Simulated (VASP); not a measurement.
A run of VASP 6.6.1 is set up as follows.

File INCAR:

```
SYSTEM = Hg
ALGO = Normal ; EDIFF = 1E-7
EDIFFG = -0.01 ; ENCUT = 600
GGA = PS ; IBRION = 2
ISIF = 3 ; ISMEAR = -1
LASPH = .TRUE. ; LCHARG = .FALSE.
LREAL = .FALSE. ; LWAVE = .FALSE.
NELM = 60 ; NSW = 80
PREC = Accurate ; SIGMA = 0.1
```

File KPOINTS:

```
k-points
0
G
  11 11 3
  0 0 0
```

POSCAR

```
Hg
1.0
    3.1954827370      0.0000000000      0.0000000000
   -1.5977413685      2.7673692276      0.0000000000
    0.0000000000      0.0000000000     10.4364466190
Hg
4
Direct
    0.0000000000      0.0000000000      0.0000000000
    0.0000000000      0.0000000000      0.5000000000
    0.3333333333      0.6666666667      0.2500000000
    0.6666666667      0.3333333333      0.7500000000
```

Potentials or basis: VASP PAW PBE potentials, release 64 (Hg).

The run is started by

```bash
$ cat potpaw_PBE.64/Hg/POTCAR > POTCAR
$ mpirun -np 1 vasp_std > vasp.out
```

Estimate the band gap on the k mesh.

zero (bands 24 and 25 overlap by 1.72 eV).

What does it give for the space group after relaxing (to 0.1 Å)?

P6_3/mmc (No. 194).

Predict the relaxed cell.

a = 3.209 Å, b = 3.209 Å, c = 10.646 Å, α = 90.00°, β = 90.00°, γ = 120.00°.

Stress tensor (GPa, compression positive):
```
-0.05  0.00  0.00
 0.00 -0.05  0.00
 0.00  0.00  0.07
```

Caveat: the PAW data sets were made with another functional, which shifts forces and pressure a little; spin-orbit coupling is left out, which moves the levels of the heavy elements.
